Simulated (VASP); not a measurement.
Wanted: the native input for a VASP 6.6.1 run.

```
Task                   : single point
Functional             : PBEsol
Potentials or basis    : VASP PAW PBE potentials, release 64 (Ti_sv, C)
Cutoff                 : 520 eV
k mesh                 : 18 × 18 × 18
Occupations            : gaussian, width 0.15 eV
Spin                   : no spin polarisation
Dipole correction      : no
Further INCAR settings : ALGO = Normal; EDIFF = 1e-06; NBANDS = 15
```

The structure of TiC lies in POSCAR:

```
TiC
1.0
    0.0000000000      2.1640000000      2.0990800000
    2.1640000000      0.0000000000      2.0990800000
    2.1640000000      2.1640000000      0.0000000000
Ti C
1 1
Direct
    0.0000000000      0.0000000000      0.0000000000
    0.5000000000      0.5000000000      0.5000000000
```

This cell differs from its parent crystal: strain +0.000 along x and y, -0.030 along z.

These files were run (other wordings do the same):

INCAR

```
SYSTEM = TiC
ALGO     = Normal         ! electronic algorithm
EDIFF    = 1E-6           ! SCF threshold, eV
ENCUT    = 520            ! plane-wave cutoff, eV
GGA      = PS             ! functional
ISIF     = 2              ! what is computed and relaxed
ISMEAR   = 0              ! smearing method
LASPH    = .TRUE.         ! aspherical terms in the spheres
LCHARG   = .FALSE.        ! write CHGCAR
LREAL    = .FALSE.        ! projectors in reciprocal space
LWAVE    = .FALSE.        ! write WAVECAR
NBANDS   = 15             ! bands
NELM     = 80             ! most SCF steps
PREC     = Accurate       ! precision mode
SIGMA    = 0.15           ! smearing width, eV
```

KPOINTS

```
k-points
0
G
  18 18 18
  0 0 0
```

Potentials or basis: VASP PAW PBE potentials, release 64 (Ti_sv, C).

Run with:

```console
$ cat potpaw_PBE.64/Ti_sv/POTCAR potpaw_PBE.64/C/POTCAR > POTCAR
$ mpirun -np 1 vasp_std > vasp.out
```

It gave:

```yaml
Pressure: 2.3 GPa
Band_gap_on_the_k_mesh: zero (bands 8 and 9 overlap by 1.46 eV)
```

Caveat: the cell differs from its parent crystal (strain +0.000 along x and y, -0.030 along z); the stress differs along the axes, from -2 to 12 GPa; the PAW data sets were made with another functional, which shifts forces and pressure a little.

It took 110 s on 1 thread of Intel(R) Xeon(R) Platinum 8259CL CPU @ 2.50GHz (Skylake/Cascade Lake) (shared host), peak memory 0.26 GiB.
